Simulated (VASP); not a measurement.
Wanted: the native input for a VASP 6.6.1 run.

```
Task                   : single point
Functional             : LDA
Potentials or basis    : VASP PAW LDA potentials, release 64 (Te, Mo_sv)
Cutoff                 : 520 eV
k mesh                 : 12 × 12 × 2
Occupations            : gaussian, width 0.05 eV
Spin                   : no spin polarisation
Dipole correction      : no
Further INCAR settings : ALGO = Normal; EDIFF = 1e-06; NBANDS = 20
```

The structure of Te2Mo lies in POSCAR:

```
Te2Mo
1.0
    3.5602328140      0.0000000000      0.0000000000
   -1.7801164070      3.0832520603      0.0000000000
    0.0000000000      0.0000000000     18.9259824456
Te Mo
2 1
Direct
    0.3333333333      0.6666666667      0.8978554500
    0.3333333333      0.6666666667      0.1021445500
    0.0000000000      0.0000000000      0.0000000000
```

This cell differs from its parent crystal: strain +0.000 along x and y, +0.080 along z.

The input as run:

INCAR

```
  PREC = Accurate
  ENCUT = 520
  EDIFF = 1E-6
  ISMEAR = 0
  SIGMA = 0.05
  LREAL = F
  LASPH = T
  NELM = 60
  ALGO = Normal
  ISIF = 2
  LWAVE = F
  LCHARG = T
  GGA = CA
  LELF = T
  LVHAR = T
  NBANDS = 20
```

KPOINTS

```
Automatic mesh
0
Gamma
  12 12 2
```

Potentials or basis: VASP PAW LDA potentials, release 64 (Te, Mo_sv).

Launch:

```sh
$ cat potpaw_LDA.64/Te/POTCAR potpaw_LDA.64/Mo_sv/POTCAR > POTCAR
$ mpirun -np 1 vasp_std > vasp.out
```

Results of the run:

| Property | Result |
| --- | --- |
| Largest force | 1.943 eV/Å |
| Band gap on the k mesh | 0.97 eV, indirect (least direct gap 1.16 eV) |

Caveat: the cell differs from its parent crystal (strain +0.000 along x and y, +0.080 along z); spin-orbit coupling is left out, which moves the levels of the heavy elements.

Wall time 6.3 min on 1 thread of Intel Xeon 8259CL, on a shared host, peak memory 0.35 GiB.
